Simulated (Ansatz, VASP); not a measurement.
# One calculation of Mg2Zn3O, two programs

```
CELL_PARAMETERS angstrom
5.87064 0.00000 0.00000
-2.93532 5.08412 0.00000
0.00000 0.00000 4.41520
ATOMIC_POSITIONS crystal
Mg 0.33333 0.66667 0.00000
Mg 0.66667 0.33333 0.00000
Zn 0.81580 0.18420 0.50000
Zn 0.81580 0.63161 0.50000
Zn 0.36839 0.18420 0.50000
O 0.00000 0.00000 0.50000
```

Alike in both runs: functional PBE; k mesh 4 × 4 × 3; occupations gaussian, width 0.2 eV; no spin polarisation.

Ansatz relaxed the structure, and its values are those at the end. VASP's run is a single point on that final structure, the one shown.

|  | VASP | Ansatz |
| --- | --- | --- |
| version | VASP 6.6.1 | Ansatz 0.2.0 |
| potentials or method | VASP PAW PBE potentials, release 64 (Mg, Zn, O), cutoff 600 eV | scalar-relativistic, plane waves, PAW |
| valence electrons in the cell | 46 | 62 |

Ansatz gave:

- gap on the k mesh at the Fermi level (eV): none
- pressure (GPa): 0.3
- rms of the force components (eV/Å): 0.011

Question: Which values does VASP return?

Answer: gap on the k mesh at the Fermi level (eV): none; pressure (GPa): 0.5; rms of the force components (eV/Å): 0.026.

A gap of «none» marks a metal or a gap that the smearing closes. VASP's potentials hold 46 valence electrons a cell and Ansatz's 62, so a difference there can come from the potentials and not from the codes.

The k mesh is coarse, so the values compare programs but aren't converged.
